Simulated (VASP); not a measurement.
# MoS2: single point with r2SCAN

MoS2, a slab with vacuum:

```
Mo S
1.0
     3.23189    0.00000    0.00000
    -1.61594    2.79890    0.00000
     0.00000    0.00000   17.33460
Mo S
1 2
Direct
  0.00000 0.00000 0.00000
  0.33333 0.66667 0.08949
  0.33333 0.66667 0.91051
```

```json
{"Program": "VASP 6.6.1", "Task": "single point", "Functional": "r2SCAN", "Potentials or basis": "VASP PAW PBE potentials, release 64 (Mo_sv, S)", "Cutoff": "520 eV", "k mesh": "12 × 12 × 2", "Occupations": "methfessel-paxton, width 0.1 eV", "Spin": "no spin polarisation"}
```

The largest force is 0.264 eV/Å. The band gap on the k mesh is 1.42 eV, indirect (least direct gap 1.63 eV).

Forces in eV/Å, atoms in the order of the input:
```
Mo   0.000  0.000  0.000
S    0.000  0.000 -0.264
S    0.000  0.000  0.264
```

Levels at points of the mesh, in eV from the valence-band top:
| k point | band 9 | band 10 | band 11 | band 12 | band 13 | band 14 | band 15 | band 16 | band 17 | band 18 |
| --- | --- | --- | --- | --- | --- | --- | --- | --- | --- | --- |
| (0.00, 0.00, 0.00) | -2.97 | -1.89 | -1.86 | -1.86 | 0.00 | 2.66 | 2.66 | 2.92 | 2.92 | 5.82 |
| (0.50, 0.00, 0.00) | -4.32 | -3.50 | -2.04 | -1.36 | -0.77 | 2.05 | 2.57 | 3.95 | 4.28 | 6.40 |
| (0.00, 0.00, 0.50) | -2.97 | -1.89 | -1.86 | -1.86 | 0.00 | 2.66 | 2.66 | 2.92 | 2.92 | 5.96 |
| (0.50, 0.00, 0.50) | -4.32 | -3.50 | -2.04 | -1.36 | -0.77 | 2.05 | 2.57 | 3.95 | 4.28 | 6.40 |

Wall time 9.7 min on 1 thread of Intel Xeon 6975P-C (shared host), peak memory 0.37 GiB.

Caveat: the PAW data sets were made with another functional, which shifts forces and pressure a little.
